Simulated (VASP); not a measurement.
Set up this calculation in VASP 6.6.1, as the native input.

```yaml
Task: single point
Functional: PBEsol
Dispersion: D4
Potentials_or_basis: VASP PAW PBE potentials, release 64 (Mo_sv, S)
Cutoff: 520 eV
k_mesh: 11 × 11 × 11
Occupations: methfessel-paxton, width 0.5 eV
Spin: no spin polarisation
Dipole_correction: no
Further_INCAR_settings: ALGO = Normal; EDIFF = 1e-07; NBANDS = 20
```

The structure of MoS2 lies in POSCAR:

```
MoS2
1.0
    1.5855000000      0.9153900000      6.1150000000
   -1.5855000000      0.9153900000      6.1150000000
    0.0000000000     -1.8307800000      6.1150000000
Mo S
1 2
Direct
    0.0000000000      0.0000000000      0.0000000000
    0.7500000000      0.7500000000      0.7500000000
    0.2500000000      0.2500000000      0.2500000000
```

These files were run (other wordings do the same):

INCAR

```
  ALGO = Normal
  EDIFF = 1E-7
  ENCUT = 520
  GGA = PS
  ISIF = 2
  ISMEAR = 1
  IVDW = 13
  LASPH = True
  LCHARG = False
  LREAL = False
  LWAVE = False
  NBANDS = 20
  NELM = 100
  PREC = Accurate
  SIGMA = 0.5
```

KPOINTS

```
k-points
0
Gamma
  11 11 11
```

Potentials or basis: VASP PAW PBE potentials, release 64 (Mo_sv, S).

Launch:

```sh
$ cat potpaw_PBE.64/Mo_sv/POTCAR potpaw_PBE.64/S/POTCAR > POTCAR
$ mpirun -np 1 vasp_std > vasp.out
```

It gave:

```yaml
Pressure: 0.7 GPa
Largest_force: 0.765 eV/Å
Band_gap_on_the_k_mesh: zero (bands 13 and 14 overlap by 0.54 eV)
Dispersion_energy_per_atom: -0.246 eV
```

Caveat: so wide a smearing shifts energies and pressures; the PAW data sets were made with another functional, which shifts forces and pressure a little.

Wall time 12 min on 1 thread of Intel(R) Xeon(R) Platinum 8259CL CPU @ 2.50GHz (Skylake/Cascade Lake) (shared host), peak memory 0.4 GiB.
